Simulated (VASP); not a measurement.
A run of VASP 6.6.1 is set up as follows.

File INCAR:

```
SYSTEM = Sr4Ti3FeO12
  ALGO = Normal
  EDIFF = 1E-6
  ENCUT = 520
  GGA = PS
  ISIF = 2
  ISMEAR = 0
  ISPIN = 2
  LASPH = .TRUE.
  LCHARG = .TRUE.
  LDAU = .TRUE.
  LDAUJ = 0 0 0 0
  LDAUL = -1 2 -1 -1
  LDAUPRINT = 1
  LDAUTYPE = 2
  LDAUU = 0 4 0 0
  LELF = .TRUE.
  LMAXMIX = 4
  LORBIT = 11
  LREAL = Auto
  LVHAR = .TRUE.
  LWAVE = .FALSE.
  MAGMOM = 0 0 0 0 4 0 0 0 0 0 0 0 0 0 0 0 0 0 0 0
  NBANDS = 98
  NELM = 150
  PREC = Accurate
  SIGMA = 0.05
```

KPOINTS

```
k-points
0
G
  3 3 2
  0 0 0
```

The input POSCAR:

```
Sr4Ti3FeO12
1.0
    3.9033639000      3.9033639000      0.0000000000
   -3.9033639000      3.9033639000      0.0000000000
    0.0000000000      0.0000000000      7.8067278000
Sr Fe Ti O
4 1 3 12
Direct
    0.5000000000      0.0000000000      0.2481632609
    0.5000000000      0.0000000000      0.7518367391
    0.0000000000      0.5000000000      0.2481632609
    0.0000000000      0.5000000000      0.7518367391
    0.0000000000      1.0000000000      1.0000000000
    0.0000000000      1.0000000000      0.5000000000
    0.5000000000      0.5000000000      1.0000000000
    0.5000000000      0.5000000000      0.5000000000
    0.0000000000      1.0000000000      0.2505346730
    0.0000000000      1.0000000000      0.7494653270
    0.5000000000      0.5000000000      0.2498405822
    0.5000000000      0.5000000000      0.7501594178
    0.2502656258      0.7497343742      1.0000000000
    0.2502331082      0.7497668918      0.5000000000
    0.7497343742      0.2502656258      1.0000000000
    0.7497668918      0.2502331082      0.5000000000
    0.2502656258      0.2502656258      1.0000000000
    0.2502331082      0.2502331082      0.5000000000
    0.7497343742      0.7497343742      1.0000000000
    0.7497668918      0.7497668918      0.5000000000
```

Potentials or basis: VASP PAW PBE potentials, release 64 (Sr_sv, Fe, Ti_sv, O).

Command:

```sh
$ cat potpaw_PBE.64/Sr_sv/POTCAR potpaw_PBE.64/Fe/POTCAR potpaw_PBE.64/Ti_sv/POTCAR potpaw_PBE.64/O/POTCAR > POTCAR
$ mpirun -np 1 vasp_std > vasp.out
```

What does it give for the site moments?

Sr +0.00; Fe +3.87; Ti +0.04, +0.06, +0.01; O +0.02, -0.00, +0.01 (each value once) μB.

Estimate the net moment.

4.13 μB per cell.

Forces in eV/Å, atoms in the order of the input:
```
Sr   0.000  0.000 -0.024
Sr   0.000  0.000  0.024
Sr   0.000  0.000 -0.024
Sr   0.000  0.000  0.024
Fe   0.000  0.000  0.000
Ti   0.000  0.000  0.000
Ti   0.000  0.000  0.000
Ti   0.000  0.000  0.000
O    0.000  0.000 -0.054
O    0.000  0.000  0.054
O    0.000  0.000  0.023
O    0.000  0.000 -0.023
O   -0.087  0.000  0.000
O    0.007  0.000  0.000
O    0.087  0.000  0.000
O   -0.007  0.000  0.000
O    0.000 -0.087  0.000
O    0.000  0.007  0.000
O    0.000  0.087  0.000
O    0.000 -0.007  0.000
```

Caveat: the k points lie up to 0.40 Å⁻¹ apart; the PAW data sets were made with another functional, which shifts forces and pressure a little; a cell with one magnetic atom can't hold antiferromagnetic order, which such compounds often take. The state reached can hang on the start; a lower one may exist.
